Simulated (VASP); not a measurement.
Tl, 1 atom in the cell. The structure is tetragonal, space group I4/mmm (No. 139). The conventional cell has a = 3.401 Å, b = 3.401 Å, c = 4.933 Å, α = 90.00°, β = 90.00°, γ = 90.00°. Within 4.5 Å of Tl (site symmetry 4/mmm) lie 12 Tl at 3.40 to 3.44 Å.  This cell differs from its parent crystal: strain -0.025 along x and y, +0.000 along z.

- Program: VASP 6.6.1
- Task: single point
- Functional: LDA
- Potentials or basis: VASP PAW LDA potentials, release 64 (Tl_d)
- Cutoff: 520 eV
- k mesh: 16 × 16 × 16
- Occupations: gaussian, width 0.15 eV
- Spin: no spin polarisation
- Dipole correction: no
- Further INCAR settings: ALGO = Normal; EDIFF = 1e-06; NBANDS = 12

Potentials or basis: VASP PAW LDA potentials, release 64 (Tl_d).

Run with:

```sh
$ cat potpaw_LDA.64/Tl_d/POTCAR > POTCAR
$ mpirun -np 1 vasp_std > vasp.out
```

Hardware: 1 thread of Intel(R) Xeon(R) Platinum 8559C (Emerald Rapids) (shared host).

Q: How long does it take, and how much memory?

A: It took 36 s on 1 thread of Intel(R) Xeon(R) Platinum 8559C (Emerald Rapids), with other jobs on the host, peak memory 0.23 GiB. Counts: scf iterations 9, k points 349.
